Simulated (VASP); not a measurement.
# AlCo in VASP: further runs, part 2 of 2

VASP 6.6.1. Earlier steps stand in the parts before.

**4. Relaxation of cell and atoms, revPBE, collinear spin, ferromagnetic start**

This run uses another cell than the first one, of 11.21 Å³/atom.

File INCAR:

```
SYSTEM = AlCo
ALGO = Fast ; EDIFF = 1E-6
EDIFFG = -0.01 ; ENCUT = 600
GGA = RE ; IBRION = 2
ISIF = 3 ; ISMEAR = -1
ISPIN = 2 ; LASPH = .True.
LCHARG = .False. ; LMAXMIX = 4
LORBIT = 11 ; LREAL = .False.
LWAVE = .False. ; MAGMOM = 2 0
NELM = 150 ; NSW = 60
PREC = Accurate ; SIGMA = 0.05
```

File KPOINTS:

```
k-points
0
Gamma
  9 9 9
  0 0 0
```

File POSCAR:

```
AlCo
1.0
    2.8194032100      0.0000000000      0.0000000000
    0.0000000000      2.8194032100      0.0000000000
    0.0000000000      0.0000000000      2.8194032100
Co Al
1 1
Direct
    0.5000000000      0.5000000000      0.5000000000
    0.0000000000      0.0000000000      0.0000000000
```

Potentials or basis: VASP PAW PBE potentials, release 64 (Co, Al).

Started as:

```bash
$ cat potpaw_PBE.64/Co/POTCAR potpaw_PBE.64/Al/POTCAR > POTCAR
$ mpirun -np 1 vasp_std > vasp.out
```

OUTCAR:

```text
SYSTEM = AlCo
   EDIFF = 1E-6
   EDIFFG = -0.01
   ENCUT = 600
   GGA = RE
   IBRION = 2
   ISIF = 3
   ISMEAR = -1
   ISPIN = 2
   LASPH = .True.
   LORBIT = 11
   LREAL = .False.
   NELM = 150
   NSW = 60
   PREC = Accurate

 ion  position               nearest neighbor table
   1  0.500  0.500  0.500-   2 2.44   2 2.44   2 2.44   2 2.44   2 2.44   2 2.44   2 2.44   2 2.44

   2  0.000  0.000  0.000-   1 2.44   1 2.44   1 2.44   1 2.44   1 2.44   1 2.44   1 2.44   1 2.44

  LATTYP: Found a simple cubic cell.
 ALAT       =     2.8194032100

  Lattice vectors:

 A1 = (   2.8194032100,   0.0000000000,   0.0000000000)
 A2 = (   0.0000000000,   2.8194032100,   0.0000000000)
 A3 = (   0.0000000000,   0.0000000000,   2.8194032100)

Analysis of symmetry for initial positions (statically):
=====================================================================
 Subroutine PRICEL returns:
 Original cell was already a primitive cell.

 Routine SETGRP: Setting up the symmetry group for a
 simple cubic supercell.

 Subroutine GETGRP returns: Found 48 space group operations
 (whereof 48 operations were pure point group operations)
 out of a pool of 48 trial point group operations.

The static configuration has the point symmetry O_h .

Analysis of symmetry for dynamics (positions and initial velocities):
=====================================================================
 Subroutine PRICEL returns:
 Original cell was already a primitive cell.

 Routine SETGRP: Setting up the symmetry group for a
 simple cubic supercell.

 Subroutine GETGRP returns: Found 48 space group operations
 (whereof 48 operations were pure point group operations)
 out of a pool of 48 trial point group operations.

The dynamic configuration has the point symmetry O_h .

Analysis of structural, dynamic, and magnetic symmetry:
=====================================================================
 Subroutine PRICEL returns:
 Original cell was already a primitive cell.

 Routine SETGRP: Setting up the symmetry group for a
 simple cubic supercell.

[... 152 lines left out ...]
  ext. energy  EPLUGINS =         0.00000000
  ---------------------------------------------------
  free energy    TOTEN  =       -11.31532317 eV

  energy without entropy =      -11.31101335  energy(sigma->0) =      -11.31316826

------------------------ aborting loop because EDIFF is reached ----------------------------------------

  FORCE on cell =-STRESS in cart. coord.  units (eV):
  Direction    XX          YY          ZZ          XY          YZ          ZX
  --------------------------------------------------------------------------------------
  -------------------------------------------------------------------------------------
  Total        1.2882250      1.2882250      1.2882250     -0.0000000     -0.0000000      0.0000000
  in kB       92.0938724     92.0938724     92.0938724     -0.0000000     -0.0000000      0.0000000
  external PRESSURE =      92.0938724 kB  Pullay stress =       0.0000000 kB
[... 25 lines left out ...]
 number of electron      12.0000008 magnetization      -0.0000044

 number of electron      12.0000008 magnetization       0.0000005

 E-fermi :   9.8695     XC(G=0): -11.9168

 val. band max:        9.8311084208   @ k =   0.4444   0.4444   0.1111
 cond. band min:       9.9752771393   @ k =   0.4444   0.3333   0.0000
 fundamental gap:      0.1441687185
 Fermi energy:         9.8694705429

 spin component 1

 k-point     1 :       0.0000    0.0000    0.0000
  band No.  band energies     occupation
      1      -0.7896      1.00000
      2       7.1844      1.00000
      3       7.1844      1.00000
      4       9.1039      1.00000
      5       9.1039      1.00000
      6       9.1039      1.00000
      7      15.5799      0.00000
      8      15.5799      0.00000
      9      15.5799      0.00000
     10      18.3401      0.00000
     11      18.3401      0.00000
[... 775 lines left out ...]
 number of electron      11.9999998 magnetization       0.0000003

 number of electron      11.9999998 magnetization      -0.0000006

 Free energy of the ion-electron system (eV)
  ---------------------------------------------------
  ext. energy  EPLUGINS =         0.00000000
  ---------------------------------------------------
  free energy    TOTEN  =       -11.34807922 eV

  energy without entropy =      -11.34309864  energy(sigma->0) =      -11.34558893

 E-fermi :  10.4305     XC(G=0): -12.1217

 val. band max:       10.3859704426   @ k =   0.4444   0.4444   0.1111
 cond. band min:      10.5425573448   @ k =   0.4444   0.3333   0.0000
 fundamental gap:      0.1565869022
 Fermi energy:        10.4304869895

 spin component 1

 k-point     1 :       0.0000    0.0000    0.0000
  band No.  band energies     occupation
      1      -0.5213      1.00000
      2       7.5570      1.00000
      3       7.5570      1.00000
      4       9.6115      1.00000
      5       9.6115      1.00000
      6       9.6115      1.00000
      7      16.3405      0.00000
      8      16.3405      0.00000
      9      16.3405      0.00000
     10      19.0654      0.00000
     11      19.0654      0.00000
[... 691 lines left out ...]
  FREE ENERGIE OF THE ION-ELECTRON SYSTEM (eV)
  ---------------------------------------------------
  free  energy   TOTEN  =       -11.3480792169 eV

  energy  without entropy=      -11.3430986353  energy(sigma->0) =      -11.34558893

 reached required accuracy - stopping structural energy minimisation

 total charge

# of ion       s       p       d       tot
------------------------------------------
    1        0.428   0.495   7.493   8.417
    2        0.394   0.421   0.000   0.816
--------------------------------------------------
tot          0.822   0.916   7.493   9.232

 magnetization (x)

# of ion       s       p       d       tot
------------------------------------------
    1        0.000  -0.000   0.000   0.000
    2       -0.000  -0.000   0.000  -0.000
--------------------------------------------------
tot          0.000  -0.000   0.000   0.000
```

Wall time 42 s (1 thread of Intel Xeon Platinum 8488C (Sapphire Rapids), shared host); peak memory 0.16 GiB.

Results:

```
Free energy                                           : -11.3481 eV
Relaxed volume                                        : 11.77 Å³/atom
Relaxed cell                                          : a = 2.866 Å, b = 2.866 Å, c = 2.866 Å, α = 90.00°, β = 90.00°, γ = 90.00°
Space group after relaxing (to 0.1 Å)                 : Pm-3m (No. 221)
Energy gained by relaxing                             : 16.4 meV/atom
Ionic steps                                           : 5
Pressure after relaxing                               : 0.1 GPa
Band gap on the k mesh                                : zero (filled and empty bands overlap)
Net moment                                            : 0.00 μB per cell
Valence electrons inside the program's atomic spheres : Co 8.42; Al 0.82
```

Step by step:
```tsv
step	energy change (eV)	largest force (eV/Å)	pressure (GPa)	volume (Å³)
1	0.0000	0.0000	9.21	22.41
2	-0.0115	0.0000	-6.04	24.57
3	-0.0328	0.0000	-0.22	23.57
4	-0.0328	0.0000	0.37	23.54
5	-0.0328	0.0000	0.06	23.54
```

Final structure:
```cif
data_structure
_symmetry_space_group_name_H-M 'P 1'
_symmetry_Int_Tables_number 1
_cell_length_a 2.8660
_cell_length_b 2.8660
_cell_length_c 2.8660
_cell_angle_alpha 90.000
_cell_angle_beta 90.000
_cell_angle_gamma 90.000
_cell_volume 23.54
loop_
_atom_site_label
_atom_site_type_symbol
_atom_site_fract_x
_atom_site_fract_y
_atom_site_fract_z
_atom_site_occupancy
Co1 Co 0.50000 0.50000 0.50000 1
Al1 Al 0.00000 0.00000 0.00000 1
```

Levels at points of the mesh, in eV from the Fermi level:
Spin up:
```
           k point  band 3  band 4  band 5  band 6  band 7  band 8  band 9  band 10
(0.00, 0.00, 0.00)   -2.87   -0.82   -0.82   -0.82    5.91    5.91    5.91     8.63
```
Spin down:
```csv
k point,band 4,band 5,band 6,band 7,band 8,band 9
"(0.00, 0.00, 0.00)",-0.82,-0.82,-0.82,5.91,5.91,5.91
```

Caveat: the PAW data sets were made with another functional, which shifts forces and pressure a little.

**5. Single point, PBE, collinear spin, ferromagnetic start**

This run uses another cell than the first one, of 10.76 Å³/atom.

File INCAR:

```
SYSTEM = AlCo
PREC = Accurate
ENCUT = 520
EDIFF = 1E-6
ISMEAR = -1
SIGMA = 0.05
LREAL = .FALSE.
LASPH = .TRUE.
NELM = 150
ALGO = Fast
ISIF = 2
LWAVE = .FALSE.
LCHARG = .FALSE.
ISPIN = 2
MAGMOM = 2 0
LORBIT = 11
LMAXMIX = 4
GGA = PE
NBANDS = 17
```

File KPOINTS:

```
regular mesh
0
G
  8 8 8
  0 0 0
```

Edit POSCAR of step 4 so:

```diff
@@ -4,3 +4,3 @@
     0.0000000000      2.8194032100      0.0000000000
-    0.0000000000      0.0000000000      2.8194032100
+    0.0000000000      0.0000000000      2.7066270816
 Co Al
```

Started as:

```bash
$ cat potpaw_PBE.64/Co/POTCAR potpaw_PBE.64/Al/POTCAR > POTCAR
$ mpirun -np 1 vasp_std > vasp.out
```

Wall time 44 s (1 thread of Intel Xeon 8259CL, shared host); peak memory 0.17 GiB.

Results (log left out):

```
Free energy                                           : -11.8926 eV
Pressure                                              : 16.2 GPa
Band gap on the k mesh                                : zero (filled and empty bands overlap)
Net moment                                            : 0.00 μB per cell
Valence electrons inside the program's atomic spheres : Co 8.60; Al 0.87
```

Stress tensor (GPa, compression positive):
```
12.97  0.00  0.00
 0.00 12.97  0.00
 0.00  0.00 22.55
```

Levels at points of the mesh, in eV from the Fermi level:
Spin up:
```csv
k point,band 3,band 4,band 5,band 6,band 7,band 8,band 9,band 10
"(0.00, 0.00, 0.00)",-3.24,-1.01,-0.84,-0.84,5.86,5.86,7.46,8.92
"(0.50, 0.00, 0.00)",-2.64,-1.98,-1.65,-0.73,0.11,8.48,10.55,11.92
"(0.50, 0.50, 0.00)",-3.00,-3.00,-1.48,-1.48,-0.33,2.42,3.65,14.42
"(0.00, 0.00, 0.50)",-2.56,-1.95,-1.95,-0.86,0.53,8.53,10.67,10.67
"(0.50, 0.00, 0.50)",-2.83,-2.56,-1.75,-1.71,-0.19,2.84,4.06,13.30
"(0.50, 0.50, 0.50)",-4.26,-0.27,-0.10,2.37,2.37,2.55,4.85,5.43
```
Spin down:
```
           k point  band 2  band 3  band 4  band 5  band 6  band 7  band 8  band 9  band 10  band 11
(0.00, 0.00, 0.00)   -3.32   -3.23   -1.01   -0.84   -0.84    5.86    5.86    7.45     8.92     9.15
(0.50, 0.00, 0.00)   -7.02   -2.64   -1.98   -1.65   -0.72    0.12    8.48   10.55    11.92    12.01
(0.50, 0.50, 0.00)   -3.38   -3.00   -3.00   -1.48   -1.48   -0.32    2.42    3.65    14.42    17.16
(0.00, 0.00, 0.50)   -6.67   -2.56   -1.95   -1.95   -0.85    0.53    8.53   10.67    10.67    12.39
(0.50, 0.00, 0.50)   -3.29   -2.83   -2.56   -1.75   -1.70   -0.19    2.85    4.06    13.30    16.00
(0.50, 0.50, 0.50)   -4.26   -4.26   -0.27   -0.10    2.37    2.37    2.55    4.85     5.43     5.92
```

Caveat: the cell stands under pressure.
